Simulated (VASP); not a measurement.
# HfO2 (Fm-3m) in VASP: notebook, part 2 of 2

VASP 6.6.1.

## Step 3: Single point, LDA (volume scaled by 1.04)

Input file INCAR:

```
SYSTEM = HfO2
ALGO = Normal ; EDIFF = 1E-7
ENCUT = 520 ; GGA = CA
ISIF = 2 ; ISMEAR = -1
LASPH = .True. ; LCHARG = .False.
LREAL = .False. ; LWAVE = .False.
NBANDS = 18 ; NELM = 100
PREC = Accurate ; SIGMA = 0.01
```

Input file KPOINTS:

```
k-points
0
Gamma
  9 9 9
  0 0 0
```

Input file POSCAR:

```
HfO2
1.0
    0.0000000000      2.5911551753      2.5911551753
    2.5911551753      0.0000000000      2.5911551753
    2.5911551753      2.5911551753      0.0000000000
Hf O
1 2
Direct
    0.0000000000      0.0000000000      0.0000000000
    0.2500000000      0.2500000000      0.2500000000
    0.7500000000      0.7500000000      0.7500000000
```

Potentials or basis: VASP PAW LDA potentials, release 64 (Hf_pv, O).

The run is started by

```sh
$ cat potpaw_LDA.64/Hf_pv/POTCAR potpaw_LDA.64/O/POTCAR > POTCAR
$ mpirun -np 1 vasp_std > vasp.out
```

OUTCAR:

```text
SYSTEM = HfO2
   EDIFF = 1E-7
   ENCUT = 520
   GGA = CA
   ISIF = 2
   ISMEAR = -1
   LASPH = .True.
   LREAL = .False.
   NELM = 100
   PREC = Accurate

 ion  position               nearest neighbor table
   1  0.000  0.000  0.000-   3 2.24   3 2.24   3 2.24   2 2.24   3 2.24   2 2.24   2 2.24   2 2.24

   2  0.250  0.250  0.250-   1 2.24   1 2.24   1 2.24   1 2.24
   3  0.750  0.750  0.750-   1 2.24   1 2.24   1 2.24   1 2.24

  LATTYP: Found a face centered cubic cell.
 ALAT       =     5.1823103506

  Lattice vectors:

 A1 = (   0.0000000000,   2.5911551753,   2.5911551753)
 A2 = (   2.5911551753,   0.0000000000,   2.5911551753)
 A3 = (   2.5911551753,   2.5911551753,   0.0000000000)

Analysis of symmetry for initial positions (statically):
=====================================================================
 Subroutine PRICEL returns:
 Original cell was already a primitive cell.

 Routine SETGRP: Setting up the symmetry group for a
 face centered cubic supercell.

 Subroutine GETGRP returns: Found 48 space group operations
 (whereof 48 operations were pure point group operations)
 out of a pool of 48 trial point group operations.

The static configuration has the point symmetry O_h .

[... 162 lines left out ...]

 val. band max:        3.4442818290   @ k =  -0.4444   0.4444   0.0000
 cond. band min:       6.9663494816   @ k =   0.4444   0.4444   0.0000
 fundamental gap:      3.5220676526
 Fermi energy:         3.6914572822

 k-point     1 :       0.0000    0.0000    0.0000
  band No.  band energies     occupation
      1     -26.2974      2.00000
      2     -26.2974      2.00000
      3     -26.2974      2.00000
      4     -14.5776      2.00000
      5     -11.7441      2.00000
      6      -1.5228      2.00000
[... 481 lines left out ...]
      5     -12.7318      2.00000
      6      -2.5384      2.00000
[... 10 lines left out ...]
     17      14.6614      0.00000
     18      15.6939      0.00000

 [... further k-points ...]

------------------------ aborting loop because EDIFF is reached ----------------------------------------

  FORCE on cell =-STRESS in cart. coord.  units (eV):
  Direction    XX          YY          ZZ          XY          YZ          ZX
  --------------------------------------------------------------------------------------
  -------------------------------------------------------------------------------------
  Total       -5.7693982     -5.7693982     -5.7693982      0.0000000      0.0000000     -0.0000000
  in kB     -265.6628532   -265.6628532   -265.6628532      0.0000000      0.0000000     -0.0000000
  external PRESSURE =    -265.6628532 kB  Pullay stress =       0.0000000 kB

 VOLUME and BASIS-vectors are now :
 -----------------------------------------------------------------------------
  energy-cutoff  :      520.00
  volume of cell :       34.79
      direct lattice vectors                 reciprocal lattice vectors
     0.000000000  2.591155175  2.591155175    -0.192964128  0.192964128  0.192964128
     2.591155175  0.000000000  2.591155175     0.192964128 -0.192964128  0.192964128
     2.591155175  2.591155175  0.000000000     0.192964128  0.192964128 -0.192964128

 POSITION                                       TOTAL-FORCE (eV/Angst)
 -----------------------------------------------------------------------------------
      0.00000      0.00000      0.00000        -0.000000     -0.000000      0.000000
      1.29558      1.29558      1.29558         0.000000      0.000000     -0.000000
      3.88673      3.88673      3.88673        -0.000000     -0.000000      0.000000
 -----------------------------------------------------------------------------------
    total drift:                                0.000000      0.000000      0.000000

  FREE ENERGIE OF THE ION-ELECTRON SYSTEM (eV)
  ---------------------------------------------------
  free  energy   TOTEN  =       -32.7194705488 eV

  energy  without entropy=      -32.7194705488  energy(sigma->0) =      -32.71947055
```

stdout:

```text
POSCAR found type information on POSCAR HfO
 POSCAR found :  2 types and       3 ions
 scaLAPACK will be used
 LDA part: xc-table for (Slater(with rela. corr.)+CA(PZ))
 , standard interpolation
 POSCAR, INCAR and KPOINTS ok, starting setup
 FFT: planning ... GRIDC
 FFT: planning ... GRID_SOFT
 FFT: planning ... GRID
 WAVECAR not read
 entering main loop
```

Run time: 48 s. Hardware: 1 thread of AMD EPYC 7R13, shared host; peak memory 0.12 GiB.

Results:

* Free energy: -32.7195 eV
* Pressure: -26.6 GPa
* Band gap on the k mesh: 3.52 eV, indirect (least direct gap 3.64 eV)

Levels at points of the mesh, in eV from the valence-band top:
```csv
k point,band 7,band 8,band 9,band 10,band 11,band 12,band 13,band 14,band 15,band 16
"(0.00, 0.00, 0.00)",-4.97,-4.97,-0.53,-0.53,-0.53,3.57,3.57,5.22,9.61,9.61
```

Caveat: spin-orbit coupling is left out, which moves the levels of the heavy elements. A k mesh can miss the band edges.

## Step 4: Single point, LDA (volume scaled by 1.06)

Input file INCAR:

```
PREC     = Accurate       # precision mode
ENCUT    = 520            # plane-wave cutoff, eV
EDIFF    = 1E-7           # SCF threshold, eV
ISMEAR   = -1             # smearing method
SIGMA    = 0.01           # smearing width, eV
LREAL    = False          # projectors in reciprocal space
LASPH    = True           # aspherical terms in the spheres
NELM     = 80             # most SCF steps
ALGO     = Normal         # electronic algorithm
ISIF     = 2              # what is computed and relaxed
LWAVE    = False          # write WAVECAR
LCHARG   = False          # write CHGCAR
NBANDS   = 18             # bands
```

Input file KPOINTS:

```
regular mesh
0
Gamma
  9 9 9
```

Input file POSCAR:

```
HfO2
1.0
    0.0000000000      2.6076597933      2.6076597933
    2.6076597933      0.0000000000      2.6076597933
    2.6076597933      2.6076597933      0.0000000000
Hf O
1 2
Direct
    0.0000000000      0.0000000000      0.0000000000
    0.2500000000      0.2500000000      0.2500000000
    0.7500000000      0.7500000000      0.7500000000
```

The run is started by

```sh
$ cat potpaw_LDA.64/Hf_pv/POTCAR potpaw_LDA.64/O/POTCAR > POTCAR
$ mpirun -np 1 vasp_std > vasp.out
```

It took 39 s on 1 thread of AMD EPYC 7R13, shared host; peak memory 0.12 GiB.

It converged, with:

- Free energy: -32.6029 eV
- Pressure: -29.6 GPa
- Band gap on the k mesh: 3.47 eV, indirect (least direct gap 3.58 eV)

Levels at points of the mesh, in eV from the valence-band top:
```csv
k point,band 7,band 8,band 9,band 10,band 11,band 12,band 13,band 14,band 15,band 16
"(0.00, 0.00, 0.00)",-4.86,-4.86,-0.53,-0.53,-0.53,3.52,3.52,5.06,9.39,9.39
```

Caveat: spin-orbit coupling is left out, which moves the levels of the heavy elements. A k mesh can miss the band edges.

## Step 5: Overview

| cell | gap on the mesh (eV) | pressure (GPa) |
| --- | --- | --- |
| a = 3.641 Å, angles 60.0°, 3 atoms | 3.58 | -23.1 |
| a = 3.664 Å, angles 60.0°, 3 atoms | 3.52 | -26.6 |
| a = 3.688 Å, angles 60.0°, 3 atoms | 3.47 | -29.6 |

Alike in all rows: task single point; level LDA; potentials or basis VASP PAW LDA potentials, release 64 (Hf_pv, O); no spin polarisation; k mesh 9 × 9 × 9; cutoff (eV) 520; smearing fermi-dirac 0.01 eV.

Caveats: spin-orbit coupling is left out, which moves the levels of the heavy elements.

Total energies depend on the potentials used, so only differences within one code and one set of settings carry meaning.
